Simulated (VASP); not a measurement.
Here is a VASP 6.6.1 calculation.

Contents of INCAR:

```
SYSTEM = Sn
PREC     = Accurate       ! precision mode
ENCUT    = 520            ! plane-wave cutoff, eV
EDIFF    = 1E-6           ! SCF threshold, eV
ISMEAR   = 0              ! smearing method
SIGMA    = 0.1            ! smearing width, eV
LREAL    = .False.        ! projectors in reciprocal space
LASPH    = .True.         ! aspherical terms in the spheres
NELM     = 60             ! most SCF steps
ALGO     = Fast           ! electronic algorithm
ISIF     = 2              ! what is computed and relaxed
LWAVE    = .False.        ! write WAVECAR
LCHARG   = .False.        ! write CHGCAR
GGA      = PE             ! functional
NBANDS   = 21             ! bands
```

File KPOINTS:

```
regular mesh
0
Gamma
  14 14 14
  0 0 0
```

The input POSCAR:

```
Sn
1.0
   -3.0600047247      3.0600047247      1.6685228317
    3.0600047247     -3.0600047247      1.6685228317
    3.0600047247      3.0600047247     -1.6685228317
Sn
2
Direct
    0.7500000000      0.2500000000      0.5000000000
    0.0000000000      0.0000000000      0.0000000000
```

Potentials or basis: VASP PAW PBE potentials, release 64 (Sn_d).

Command:

```console
$ cat potpaw_PBE.64/Sn_d/POTCAR > POTCAR
$ mpirun -np 1 vasp_std > vasp.out
```

(1) Predict the band gap on the k mesh.

(2) Predict the pressure.

Results:

(1) zero (band 14 reaches 7.56 eV, above the bottom of band 15 at 4.24 eV).

(2) -3.6 GPa.

Caveat: spin-orbit coupling is left out, which moves the levels of the heavy elements.
